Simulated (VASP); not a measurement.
# AlGeIr3 (Pm-3m) in VASP: notebook

AlGeIr3 is run at these levels: PBE; tasks: single point, relaxation of cell and atoms.

Everything below comes from runs of VASP 6.6.1. Logs are shortened: lines on timing, memory, paths and dates and some standing lists are left out, and cuts for length are marked.

## Step 1: The cell of the first run

The structure is cubic, space group Pm-3m (No. 221). Conventional cell: a = 4.065 Å, b = 4.065 Å, c = 4.065 Å, α = 90.00°, β = 90.00°, γ = 90.00°. Al (site symmetry m-3m) has 6 Ir at 2.03 Å within 2.7 Å. Ge (site symmetry m-3m) has 12 Ir at 2.87 Å and 8 Al at 3.52 Å within 3.8 Å. Within 2.7 Å of Ir (site symmetry 4/mmm) lie 2 Al at 2.03 Å.

## Step 2: Single point, PBE

Contents of INCAR:

```
PREC = Accurate
ENCUT = 520
EDIFF = 1E-6
ISMEAR = 0
SIGMA = 0.1
LREAL = F
LASPH = T
NELM = 100
ALGO = Fast
ISIF = 2
LWAVE = F
LCHARG = F
GGA = PE
NBANDS = 30
```

Contents of KPOINTS:

```
regular mesh
0
Gamma
  4 4 4
```

Contents of POSCAR:

```
AlGeIr3
1.0
    4.0651960800      0.0000000000      0.0000000000
    0.0000000000      4.0651960800      0.0000000000
    0.0000000000      0.0000000000      4.0651960800
Al Ge Ir
1 1 3
Direct
    0.5000000000      0.5000000000      0.5000000000
    0.0000000000      0.0000000000      0.0000000000
    0.5000000000      0.5000000000      0.0000000000
    0.5000000000      0.0000000000      0.5000000000
    0.0000000000      0.5000000000      0.5000000000
```

Potentials or basis: VASP PAW PBE potentials, release 64 (Al, Ge_d, Ir).

Command:

```bash
$ cat potpaw_PBE.64/Al/POTCAR potpaw_PBE.64/Ge_d/POTCAR potpaw_PBE.64/Ir/POTCAR > POTCAR
$ mpirun -np 1 vasp_std > vasp.out
```

OUTCAR:

```text
PREC = Accurate
   ENCUT = 520
   EDIFF = 1E-6
   ISMEAR = 0
   LREAL = F
   LASPH = T
   NELM = 100
   ISIF = 2
   GGA = PE

 ion  position               nearest neighbor table
   1  0.500  0.500  0.500-   3 2.03   4 2.03   5 2.03   3 2.03   4 2.03   5 2.03
   2  0.000  0.000  0.000-   3 2.87   4 2.87   5 2.87   4 2.87   5 2.87   3 2.87   5 2.87   5 2.87
                             3 2.87   4 2.87   4 2.87   3 2.87
   3  0.500  0.500  0.000-   1 2.03   1 2.03   4 2.87   5 2.87   2 2.87   4 2.87   5 2.87   2 2.87
                             4 2.87   4 2.87   2 2.87   5 2.87   5 2.87   2 2.87
   4  0.500  0.000  0.500-   1 2.03   1 2.03   3 2.87   5 2.87   2 2.87   3 2.87   2 2.87   3 2.87
                             5 2.87   3 2.87   2 2.87   5 2.87   2 2.87   5 2.87
   5  0.000  0.500  0.500-   1 2.03   1 2.03   3 2.87   4 2.87   2 2.87   3 2.87   2 2.87   4 2.87
                             2 2.87   2 2.87   3 2.87   4 2.87   3 2.87   4 2.87

  LATTYP: Found a simple cubic cell.
 ALAT       =     4.0651960800

  Lattice vectors:

 A1 = (   4.0651960800,   0.0000000000,   0.0000000000)
 A2 = (   0.0000000000,   4.0651960800,   0.0000000000)
 A3 = (   0.0000000000,   0.0000000000,   4.0651960800)

Analysis of symmetry for initial positions (statically):
=====================================================================
 Subroutine PRICEL returns:
 Original cell was already a primitive cell.

 Routine SETGRP: Setting up the symmetry group for a
 simple cubic supercell.

 Subroutine GETGRP returns: Found 48 space group operations
 (whereof 48 operations were pure point group operations)
 out of a pool of 48 trial point group operations.

The static configuration has the point symmetry O_h .

Analysis of symmetry for dynamics (positions and initial velocities):
=====================================================================
 Subroutine PRICEL returns:
 Original cell was already a primitive cell.

 Routine SETGRP: Setting up the symmetry group for a
 simple cubic supercell.

 Subroutine GETGRP returns: Found 48 space group operations
 (whereof 48 operations were pure point group operations)
 out of a pool of 48 trial point group operations.

The dynamic configuration has the point symmetry O_h .

 Subroutine INISYM returns: Found 48 space group operations
 (whereof 48 operations are pure point group operations),
 and found     1 'primitive' translations

----------------------------------------------------------------------------------------

                                     Primitive cell

  volume of cell :      67.1807

  direct lattice vectors                    reciprocal lattice vectors
     4.065196080  0.000000000  0.000000000     0.245990594  0.000000000  0.000000000
     0.000000000  4.065196080  0.000000000     0.000000000  0.245990594  0.000000000
     0.000000000  0.000000000  4.065196080     0.000000000  0.000000000  0.245990594

  length of vectors
     4.065196080  4.065196080  4.065196080     0.245990594  0.245990594  0.245990594

  position of ions in fractional coordinates (direct lattice)
     0.500000000  0.500000000  0.500000000
     0.000000000  0.000000000  0.000000000
     0.500000000  0.500000000  0.000000000
     0.500000000  0.000000000  0.500000000
     0.000000000  0.500000000  0.500000000

  ion indices of the primitive-cell ions
   primitive index   ion index
                 1           1
                 2           2
                 3           3
                 4           4
                 5           5

----------------------------------------------------------------------------------------

 KPOINTS: regular mesh

Automatic generation of k-mesh.
 Grid dimensions read from file:
 generate k-points for:    4    4    4

 Generating k-lattice:

  Cartesian coordinates                     Fractional coordinates (reciprocal lattice)
     0.061497649  0.000000000  0.000000000     0.250000000  0.000000000  0.000000000
     0.000000000  0.061497649  0.000000000     0.000000000  0.250000000  0.000000000
     0.000000000  0.000000000  0.061497649     0.000000000  0.000000000  0.250000000

  Length of vectors
     0.061497649  0.061497649  0.061497649

  Shift w.r.t. Gamma in fractional coordinates (k-lattice)
     0.000000000  0.000000000  0.000000000

 Subroutine IBZKPT returns following result:
 ===========================================

 Found     10 irreducible k-points:

 Following reciprocal coordinates:
            Coordinates               Weight
  0.000000  0.000000  0.000000      1.000000
  0.250000  0.000000  0.000000      6.000000
  0.500000  0.000000  0.000000      3.000000
  0.250000  0.250000  0.000000     12.000000
  0.500000  0.250000  0.000000     12.000000
  0.500000  0.500000  0.000000      3.000000
  0.250000  0.250000  0.250000      8.000000
  0.500000  0.250000  0.250000     12.000000
  0.500000  0.500000  0.250000      6.000000
  0.500000  0.500000  0.500000      1.000000
   k-points           NKPTS =     10   k-points in BZ     NKDIM =     10   number of bands    NBANDS=     30
   number of dos      NEDOS =    301   number of ions     NIONS =      5
   total plane-waves  NPLWV =  27000
   dimension x,y,z NGX =    30 NGY =   30 NGZ =   30
   dimension x,y,z NGXF=    60 NGYF=   60 NGZF=   60
   ions per type =               1   1   3
   NGX,Y,Z   is equivalent  to a cutoff of  12.27, 12.27, 12.27 a.u.
   NGXF,Y,Z  is equivalent  to a cutoff of  24.54, 24.54, 24.54 a.u.
 SYSTEM =  unknown system
   PREC   = accura    normal or accurate (medium, high low for compatibility)
   ISTART =      0    job   : 0-new  1-cont  2-samecut
   ICHARG =      2    charge: 1-file 2-atom 10-const
   ISPIN  =      1    spin polarized calculation?
   LNONCOLLINEAR =      F non collinear calculations
   LSORBIT =      F    spin-orbit coupling
   LASPH  =      T    aspherical Exc in radial PAW
   ENCUT  =  520.0 eV  38.22 Ry    6.18 a.u.   7.56  7.56  7.56*2*pi/ulx,y,z
   NELM   =    100;   NELMIN=  2; NELMDL= -5     # of ELM steps
   EDIFF  = 0.1E-05   stopping-criterion for ELM
   LREAL  =      F    real-space projection
   EDIFFG = 0.1E-04   stopping-criterion for IOM
   NSW    =      0    number of steps for IOM
   IBRION =     -1    ionic relax: 0-MD 1-quasi-New 2-CG
   NFREE  =      0    steps in history (QN), initial steepest desc. (CG)
   ISIF   =      2    stress and relaxation
   ISYM   =      2    0-nonsym 1-usesym 2-fastsym
   POTIM  = 0.5000    time-step for ionic-motion
   TEBEG  =    0.0;   TEEND  =   0.0 temperature during run
   PSTRESS=    0.0 pullay stress
   NELECT =      44.0000    total number of electrons
   NUPDOWN=      -1.0000    fix difference up-down
   EMIN   =  10.00;   EMAX   =-10.00  energy-range for DOS
   EFERMI =   0.00;   METHOD = LEGACY
   ISMEAR =     0;   SIGMA  =   0.10  broadening in eV -4-tet -1-fermi 0-gaus
   EFERMI_NEDOS =   21; number of points for ismear=-14 and -15
   IALGO  =     68    algorithm
   IMIX   =      4    mixing-type and parameters
     AMIX     =   0.40;   BMIX     =  1.00
     AMIX_MAG =   1.60;   BMIX_MAG =  1.00
  volume/ion in A,a.u.               =      13.44        90.67
  Fermi-wavevector in a.u.,A,eV,Ry     =   1.421710  2.686642 27.500887  2.021258
  Thomas-Fermi vector in A             =   2.542491
   LORBIT       =      0    0 simple, 1 ext, 2 COOP (PROOUT), +10 PAW based schemes
   GGA     = PE    functional components
   LHFCALC =     F    Hartree Fock is set to
   AEXX    =    0.0000 exact exchange contribution
   IVDW    =     0    specifies the selected vdW correction
   LEPSILON=     F    determine dielectric tensor
   LRPA    =     F    only Hartree local field effects (RPA)
 non-spin polarized calculation
 RMM-DIIS sequential band-by-band and
 Gauss-broadening in eV      SIGMA  =   0.10
  energy-cutoff  :      520.00
  volume of cell :       67.18
 maximum number of plane-waves:      1856
   NGX = 15   NGY = 15   NGZ = 15

 number of electron      43.9999960 magnetization

 Free energy of the ion-electron system (eV)
  ---------------------------------------------------
  ext. energy  EPLUGINS =         0.00000000
  ---------------------------------------------------
  free energy    TOTEN  =       -25.41702100 eV

  energy without entropy =      -25.40110284  energy(sigma->0) =      -25.40906192

 E-fermi :  10.5608     XC(G=0): -13.2360

 val. band max:       10.4737677286   @ k =   0.5000   0.2500   0.0000
 cond. band min:      10.5715703104   @ k =   0.5000   0.2500   0.2500
 fundamental gap:      0.0978025818
 Fermi energy:        10.5608120755

 k-point     1 :       0.0000    0.0000    0.0000
  band No.  band energies     occupation
      1     -14.8250      2.00000
      2     -14.8250      2.00000
      3     -14.8250      2.00000
      4     -14.8237      2.00000
      5     -14.8237      2.00000
      6      -2.3205      2.00000
[... 22 lines left out ...]
     29      15.7502      0.00000
     30      15.7502      0.00000

 k-point     2 :       0.2500    0.0000    0.0000
  band No.  band energies     occupation
      1     -14.8248      2.00000
      2     -14.8239      2.00000
      3     -14.8239      2.00000
      4     -14.8226      2.00000
      5     -14.8206      2.00000
      6      -1.6369      2.00000
[... 22 lines left out ...]
     29      15.5142      0.00000
     30      18.0741      0.00000

 k-point     3 :       0.5000    0.0000    0.0000
  band No.  band energies     occupation
      1     -14.8246      2.00000
      2     -14.8228      2.00000
      3     -14.8228      2.00000
      4     -14.8216      2.00000
      5     -14.8176      2.00000
      6      -0.0216      2.00000
[... 220 lines left out ...]
     29      18.0355      0.00000
     30      19.8034      0.00000

 k-point    10 :       0.5000    0.5000    0.5000
  band No.  band energies     occupation
      1     -14.8272      2.00000
      2     -14.8272      2.00000
      3     -14.8272      2.00000
      4     -14.8152      2.00000
      5     -14.8152      2.00000
      6       0.5605      2.00000
[... 22 lines left out ...]
     29      19.1469      0.00000
     30      19.1469      0.00000

------------------------ aborting loop because EDIFF is reached ----------------------------------------

  FORCE on cell =-STRESS in cart. coord.  units (eV):
  Direction    XX          YY          ZZ          XY          YZ          ZX
  --------------------------------------------------------------------------------------
  -------------------------------------------------------------------------------------
  Total       32.2998194     32.2998194     32.2998194      0.0000000     -0.0000000      0.0000000
  in kB      770.3111468    770.3111468    770.3111468      0.0000000     -0.0000000      0.0000000
  external PRESSURE =     770.3111468 kB  Pullay stress =       0.0000000 kB

 VOLUME and BASIS-vectors are now :
 -----------------------------------------------------------------------------
  energy-cutoff  :      520.00
  volume of cell :       67.18
      direct lattice vectors                 reciprocal lattice vectors
     4.065196080  0.000000000  0.000000000     0.245990594  0.000000000  0.000000000
     0.000000000  4.065196080  0.000000000     0.000000000  0.245990594  0.000000000
     0.000000000  0.000000000  4.065196080     0.000000000  0.000000000  0.245990594

 POSITION                                       TOTAL-FORCE (eV/Angst)
 -----------------------------------------------------------------------------------
      2.03260      2.03260      2.03260         0.000000      0.000000      0.000000
      0.00000      0.00000      0.00000         0.000000      0.000000      0.000000
      2.03260      2.03260      0.00000         0.000000      0.000000      0.000000
      2.03260      0.00000      2.03260         0.000000      0.000000      0.000000
      0.00000      2.03260      2.03260         0.000000      0.000000      0.000000
 -----------------------------------------------------------------------------------
    total drift:                               -0.000000      0.000000     -0.000000

  FREE ENERGIE OF THE ION-ELECTRON SYSTEM (eV)
  ---------------------------------------------------
  free  energy   TOTEN  =       -25.4170210022 eV

  energy  without entropy=      -25.4011028411  energy(sigma->0) =      -25.40906192
```

Run time: 50 s. Hardware: 1 thread of AMD EPYC 7R13, shared host; peak memory 0.14 GiB.

What came out:

```yaml
Free_energy: -25.4170 eV
Pressure: 77.0 GPa
Band_gap_on_the_k_mesh: zero (band 22 reaches 10.85 eV, above the bottom of band 23 at 10.47 eV)
```

Caveat: the k points lie up to 0.39 Å⁻¹ apart; spin-orbit coupling is left out, which moves the levels of the heavy elements.

(Continued in part 2 of 2.)
